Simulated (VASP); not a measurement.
Here is a VASP 6.6.1 calculation.

The input INCAR:

```
SYSTEM = Ca
ALGO     = Normal         ! electronic algorithm
EDIFF    = 1E-6           ! SCF threshold, eV
ENCUT    = 520            ! plane-wave cutoff, eV
GGA      = PE             ! functional
ISIF     = 2              ! what is computed and relaxed
ISMEAR   = 0              ! smearing method
LASPH    = .TRUE.         ! aspherical terms in the spheres
LCHARG   = .FALSE.        ! write CHGCAR
LREAL    = .FALSE.        ! projectors in reciprocal space
LWAVE    = .FALSE.        ! write WAVECAR
NBANDS   = 11             ! bands
NELM     = 100            ! most SCF steps
PREC     = Accurate       ! precision mode
SIGMA    = 0.15           ! smearing width, eV
```

KPOINTS

```
k-points
0
G
  14 14 14
  0 0 0
```

File POSCAR:

```
Ca
1.0
    0.0000000000      2.7942000000      2.7942000000
    2.8361130000      0.0000000000      2.7942000000
    2.8361130000      2.7942000000      0.0000000000
Ca
1
Direct
    0.0000000000      0.0000000000      0.0000000000
```

Potentials or basis: VASP PAW PBE potentials, release 64 (Ca_sv).

Run with:

```sh
$ cat potpaw_PBE.64/Ca_sv/POTCAR > POTCAR
$ mpirun -np 1 vasp_std > vasp.out
```

Question: Estimate the band gap on the k mesh.

Answer: Zero (bands 5 and 6 overlap by 0.38 eV).

Question: Estimate the pressure.

Answer: -0.8 GPa.

Stress tensor (GPa, compression positive):
```
-0.86  0.00  0.00
 0.00 -0.74  0.00
 0.00  0.00 -0.74
```

Caveat: the cell differs from its parent crystal (strain +0.0150 x Voigt [1, 0, 0, 0, 0, 0]).
